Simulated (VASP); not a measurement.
Set up this calculation in VASP 6.6.1, as the native input.

- Task: single point
- Functional: LDA
- Potentials or basis: VASP PAW LDA potentials, release 64 (Ag)
- Cutoff: 520 eV
- k mesh: 8 × 8 × 8
- Occupations: gaussian, width 0.1 eV
- Spin: no spin polarisation
- Dipole correction: no
- Further INCAR settings: ALGO = Normal; EDIFF = 1e-06; NBANDS = 12

The structure of Ag lies in POSCAR:

```
Ag
1.0
    0.0000000000      2.0521781800      2.0521781800
    2.0521781800      0.0000000000      2.0521781800
    2.0521781800      2.0521781800      0.0000000000
Ag
1
Direct
    0.0000000000      0.0000000000      0.0000000000
```

One way to write it, as run:

INCAR

```
SYSTEM = Ag
PREC = Accurate
ENCUT = 520
EDIFF = 1E-6
ISMEAR = 0
SIGMA = 0.1
LREAL = .False.
LASPH = .True.
NELM = 100
ALGO = Normal
ISIF = 2
LWAVE = .False.
LCHARG = .False.
GGA = CA
NBANDS = 12
```

KPOINTS

```
regular mesh
0
Gamma
  8 8 8
  0 0 0
```

Potentials or basis: VASP PAW LDA potentials, release 64 (Ag).

Run with:

```console
$ cat potpaw_LDA.64/Ag/POTCAR > POTCAR
$ mpirun -np 1 vasp_std > vasp.out
```

It gave:

```yaml
Pressure: -7.9 GPa
```

It took 4.3 s on 1 thread of Intel(R) Xeon(R) 6975P-C (Granite Rapids) (shared host), peak memory 0.12 GiB.
